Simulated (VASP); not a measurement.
# Nb (R-3m) in VASP: further runs

Runs on Nb. Level: PBEsol. Tasks: single point.

All numbers are computed with VASP 6.6.1; they aren't measurements. Logs are shortened: lines on timing, memory, paths and dates and some standing lists are left out, and cuts for length are marked.

## 1. The cell of the first run

It takes space group R-3m (No. 166, trigonal). The conventional cell has a = 4.197 Å, b = 4.197 Å, c = 3.624 Å, α = 90.00°, β = 90.00°, γ = 120.00°. Within 3.7 Å of Nb (site symmetry -3m) lie 14 Nb at 2.71 to 3.62 Å.

## 2. Single point, PBEsol

INCAR reads:

```
SYSTEM = Nb
ALGO = Fast ; EDIFF = 1E-6
ENCUT = 520 ; GGA = PS
ISIF = 2 ; ISMEAR = 0
LASPH = .True. ; LCHARG = .False.
LREAL = .False. ; LWAVE = .False.
NBANDS = 12 ; NELM = 80
PREC = Accurate ; SIGMA = 0.15
```

KPOINTS reads:

```
k-points
0
Gamma
  22 22 22
  0 0 0
```

POSCAR reads:

```
Nb
1.0
   -1.2810883364      1.6866838714      1.6866838714
    1.6866838714     -1.2810883364      1.6866838714
    1.6866838714      1.6866838714     -1.2810883364
Nb
1
Direct
    0.0000000000      0.0000000000      0.0000000000
```

Potentials or basis: VASP PAW PBE potentials, release 64 (Nb_sv).

On the command line:

```
$ cat potpaw_PBE.64/Nb_sv/POTCAR > POTCAR
$ mpirun -np 1 vasp_std > vasp.out
```

OUTCAR:

```text
SYSTEM = Nb
   EDIFF = 1E-6
   ENCUT = 520
   GGA = PS
   ISIF = 2
   ISMEAR = 0
   LASPH = .True.
   LREAL = .False.
   NELM = 80
   PREC = Accurate

 ion  position               nearest neighbor table
   1  0.000  0.000  0.000-

  LATTYP: Found a trigonal (rhomboedric) cell.
 ALAT       =     2.7075805232
 COS(alpha) =    -0.2014297014

  Lattice vectors:

 A1 = (  -1.2810883364,   1.6866838714,   1.6866838714)
 A2 = (   1.6866838714,  -1.2810883364,   1.6866838714)
 A3 = (   1.6866838714,   1.6866838714,  -1.2810883364)

Analysis of symmetry for initial positions (statically):
=====================================================================
 Subroutine PRICEL returns:
 Original cell was already a primitive cell.

 Routine SETGRP: Setting up the symmetry group for a
 trigonal (rhombohedral) supercell.

 Subroutine GETGRP returns: Found 12 space group operations
 (whereof 12 operations were pure point group operations)
 out of a pool of 12 trial point group operations.

The static configuration has the point symmetry D_3d.

Analysis of symmetry for dynamics (positions and initial velocities):
=====================================================================
 Subroutine PRICEL returns:
 Original cell was already a primitive cell.

 Routine SETGRP: Setting up the symmetry group for a
 trigonal (rhombohedral) supercell.

 Subroutine GETGRP returns: Found 12 space group operations
 (whereof 12 operations were pure point group operations)
 out of a pool of 12 trial point group operations.

The dynamic configuration has the point symmetry D_3d.

 Subroutine INISYM returns: Found 12 space group operations
 (whereof 12 operations are pure point group operations),
 and found     1 'primitive' translations

----------------------------------------------------------------------------------------

                                     Primitive cell

  volume of cell :      18.4281

  direct lattice vectors                    reciprocal lattice vectors
    -1.281088336  1.686683871  1.686683871    -0.065319510  0.271633574  0.271633574
     1.686683871 -1.281088336  1.686683871     0.271633574 -0.065319510  0.271633574
     1.686683871  1.686683871 -1.281088336     0.271633574  0.271633574 -0.065319510

  length of vectors
     2.707580523  2.707580523  2.707580523     0.389661694  0.389661694  0.389661694

  position of ions in fractional coordinates (direct lattice)
     0.000000000  0.000000000  0.000000000

  ion indices of the primitive-cell ions
   primitive index   ion index
                 1           1

----------------------------------------------------------------------------------------

 KPOINTS: k-points

Automatic generation of k-mesh.
 Grid dimensions read from file:
 generate k-points for:   22   22   22

 Generating k-lattice:

  Cartesian coordinates                     Fractional coordinates (reciprocal lattice)
    -0.002969069  0.012346981  0.012346981     0.045454545  0.000000000  0.000000000
     0.012346981 -0.002969069  0.012346981     0.000000000  0.045454545  0.000000000
     0.012346981  0.012346981 -0.002969069     0.000000000  0.000000000  0.045454545

  Length of vectors
     0.017711895  0.017711895  0.017711895

  Shift w.r.t. Gamma in fractional coordinates (k-lattice)
     0.000000000  0.000000000  0.000000000

 Subroutine IBZKPT returns following result:
 ===========================================

 Found   1024 irreducible k-points:

 Following reciprocal coordinates:
            Coordinates               Weight
  0.000000  0.000000  0.000000      1.000000
  0.045455  0.000000  0.000000      6.000000
  0.090909  0.000000  0.000000      6.000000
  0.136364  0.000000  0.000000      6.000000
  0.181818 -0.000000 -0.000000      6.000000
  0.227273 -0.000000 -0.000000      6.000000
[... 16 lines left out ...]
  0.500000  0.045455 -0.000000     12.000000
 -0.454545  0.045455  0.000000     12.000000
 [... further k-points ...]
   k-points           NKPTS =   1024   k-points in BZ     NKDIM =   1024   number of bands    NBANDS=     12
   number of dos      NEDOS =    301   number of ions     NIONS =      1
   total plane-waves  NPLWV =   8000
   dimension x,y,z NGX =    20 NGY =   20 NGZ =   20
   dimension x,y,z NGXF=    40 NGYF=   40 NGZF=   40
   ions per type =               1
   NGX,Y,Z   is equivalent  to a cutoff of  12.28, 12.28, 12.28 a.u.
   NGXF,Y,Z  is equivalent  to a cutoff of  24.56, 24.56, 24.56 a.u.
 SYSTEM =  Nb
   PREC   = accura    normal or accurate (medium, high low for compatibility)
   ISTART =      0    job   : 0-new  1-cont  2-samecut
   ICHARG =      2    charge: 1-file 2-atom 10-const
   ISPIN  =      1    spin polarized calculation?
   LNONCOLLINEAR =      F non collinear calculations
   LSORBIT =      F    spin-orbit coupling
   LASPH  =      T    aspherical Exc in radial PAW
   ENCUT  =  520.0 eV  38.22 Ry    6.18 a.u.   5.03  5.03  5.03*2*pi/ulx,y,z
   NELM   =     80;   NELMIN=  2; NELMDL= -5     # of ELM steps
   EDIFF  = 0.1E-05   stopping-criterion for ELM
   LREAL  =      F    real-space projection
   EDIFFG = 0.1E-04   stopping-criterion for IOM
   NSW    =      0    number of steps for IOM
   IBRION =     -1    ionic relax: 0-MD 1-quasi-New 2-CG
   NFREE  =      0    steps in history (QN), initial steepest desc. (CG)
   ISIF   =      2    stress and relaxation
   ISYM   =      2    0-nonsym 1-usesym 2-fastsym
   POTIM  = 0.5000    time-step for ionic-motion
   TEBEG  =    0.0;   TEEND  =   0.0 temperature during run
   PSTRESS=    0.0 pullay stress
   NELECT =      13.0000    total number of electrons
   NUPDOWN=      -1.0000    fix difference up-down
   EMIN   =  10.00;   EMAX   =-10.00  energy-range for DOS
   EFERMI =   0.00;   METHOD = LEGACY
   ISMEAR =     0;   SIGMA  =   0.15  broadening in eV -4-tet -1-fermi 0-gaus
   EFERMI_NEDOS =   21; number of points for ismear=-14 and -15
   IALGO  =     68    algorithm
   IMIX   =      4    mixing-type and parameters
     AMIX     =   0.40;   BMIX     =  1.00
     AMIX_MAG =   1.60;   BMIX_MAG =  1.00
  volume/ion in A,a.u.               =      18.43       124.36
  Fermi-wavevector in a.u.,A,eV,Ry     =   1.457345  2.753983 28.896790  2.123854
  Thomas-Fermi vector in A             =   2.574157
   LORBIT       =      0    0 simple, 1 ext, 2 COOP (PROOUT), +10 PAW based schemes
   GGA     = PS    functional components
   LHFCALC =     F    Hartree Fock is set to
   AEXX    =    0.0000 exact exchange contribution
   IVDW    =     0    specifies the selected vdW correction
   LEPSILON=     F    determine dielectric tensor
   LRPA    =     F    only Hartree local field effects (RPA)
 non-spin polarized calculation
 RMM-DIIS sequential band-by-band and
 Gauss-broadening in eV      SIGMA  =   0.15
  energy-cutoff  :      520.00
  volume of cell :       18.43
 maximum number of plane-waves:       511
   NGX = 11   NGY = 11   NGZ = 11

 number of electron      12.9999999 magnetization

 Free energy of the ion-electron system (eV)
  ---------------------------------------------------
  ext. energy  EPLUGINS =         0.00000000
  ---------------------------------------------------
  free energy    TOTEN  =       -10.58943389 eV

  energy without entropy =      -10.57578030  energy(sigma->0) =      -10.58260710

 E-fermi :  10.8794     XC(G=0): -12.4472

 val. band max:       10.8768998215   @ k =   0.3636   0.0000   0.0000
 cond. band min:      10.8829208401   @ k =   0.4091   0.2273   0.1818
 fundamental gap:      0.0060210186
 Fermi energy:        10.8793719113

 k-point     1 :       0.0000    0.0000    0.0000
  band No.  band energies     occupation
      1     -43.6430      2.00000
      2     -19.1100      2.00000
      3     -18.7307      2.00000
      4     -18.7307      2.00000
      5       4.9239      2.00000
      6       8.8150      2.00000
      7       8.8150      2.00000
      8      14.3508      0.00000
      9      15.3960      0.00000
     10      15.3960      0.00000
     11      24.2371      0.00000
     12      24.2371      0.00000

 k-point     2 :       0.0455    0.0000    0.0000
  band No.  band energies     occupation
      1     -43.6387      2.00000
      2     -19.1192      2.00000
      3     -18.7554      2.00000
      4     -18.7293      2.00000
      5       4.9943      2.00000
      6       8.8205      2.00000
      7       8.8655      2.00000
      8      14.3183      0.00000
      9      15.3412      0.00000
     10      15.3652      0.00000
     11      24.3264      0.00000
     12      24.3510      0.00000

 k-point     3 :       0.0909    0.0000    0.0000
  band No.  band energies     occupation
      1     -43.6261      2.00000
      2     -19.1554      2.00000
      3     -18.8176      2.00000
      4     -18.7250      2.00000
      5       5.1976      2.00000
      6       8.8352      2.00000
      7       9.0126      2.00000
      8      14.2197      0.00000
      9      15.1920      0.00000
     10      15.3035      0.00000
     11      24.5760      0.00000
     12      24.6142      0.00000
[... 286 lines left out ...]
 k-point    23 :       0.5000    0.0455   -0.0000
  band No.  band energies     occupation
      1     -43.4203      2.00000
      2     -20.4340      2.00000
      3     -18.9399      2.00000
      4     -18.6737      2.00000
      5       7.6013      2.00000
      6       8.8076      2.00000
      7      11.5473      0.00000
      8      14.3218      0.00000
      9      14.5232      0.00000
     10      15.6089      0.00000
     11      21.6980      0.00000
     12      24.3414      0.00000

 k-point    24 :      -0.4545    0.0455    0.0000
  band No.  band energies     occupation
      1     -43.4255      2.00000
      2     -20.4007      2.00000
      3     -18.9379      2.00000
      4     -18.6733      2.00000
      5       7.5950      2.00000
      6       8.8348      2.00000
      7      11.2254      0.00111
      8      14.2843      0.00000
      9      14.6413      0.00000
     10      15.5904      0.00000
     11      21.6778      0.00000
     12      24.5310      0.00000

 [... further k-points ...]

------------------------ aborting loop because EDIFF is reached ----------------------------------------

  FORCE on cell =-STRESS in cart. coord.  units (eV):
  Direction    XX          YY          ZZ          XY          YZ          ZX
  --------------------------------------------------------------------------------------
  -------------------------------------------------------------------------------------
  Total       -0.2015915     -0.2015915     -0.2015915     -1.2552212     -1.2552212     -1.2552212
  in kB      -17.5267728    -17.5267728    -17.5267728   -109.1314758   -109.1314758   -109.1314758
  external PRESSURE =     -17.5267728 kB  Pullay stress =       0.0000000 kB

 VOLUME and BASIS-vectors are now :
 -----------------------------------------------------------------------------
  energy-cutoff  :      520.00
  volume of cell :       18.43
      direct lattice vectors                 reciprocal lattice vectors
    -1.281088336  1.686683871  1.686683871    -0.065319510  0.271633574  0.271633574
     1.686683871 -1.281088336  1.686683871     0.271633574 -0.065319510  0.271633574
     1.686683871  1.686683871 -1.281088336     0.271633574  0.271633574 -0.065319510

 POSITION                                       TOTAL-FORCE (eV/Angst)
 -----------------------------------------------------------------------------------
      0.00000      0.00000      0.00000         0.000000      0.000000      0.000000
 -----------------------------------------------------------------------------------
    total drift:                                0.000000     -0.000000      0.000000

  FREE ENERGIE OF THE ION-ELECTRON SYSTEM (eV)
  ---------------------------------------------------
  free  energy   TOTEN  =       -10.5894338917 eV

  energy  without entropy=      -10.5757803021  energy(sigma->0) =      -10.58260710
```

Run time: 4.1 min. Hardware: 1 thread of Intel Xeon Platinum 8259CL at 2.50GHz (Skylake/Cascade Lake), shared host; peak memory 0.31 GiB.

What came out:

```yaml
Free_energy: -10.5894 eV
Pressure: -1.8 GPa
Band_gap_on_the_k_mesh: zero (an odd number of electrons rules out a gap without spin polarisation)
```

Stress tensor (GPa, compression positive):
```
 -1.75 -10.91 -10.91
-10.91  -1.75 -10.91
-10.91 -10.91  -1.75
```

Caveat: the PAW data sets were made with another functional, which shifts forces and pressure a little.

(Part 1 of 3 ends here.)
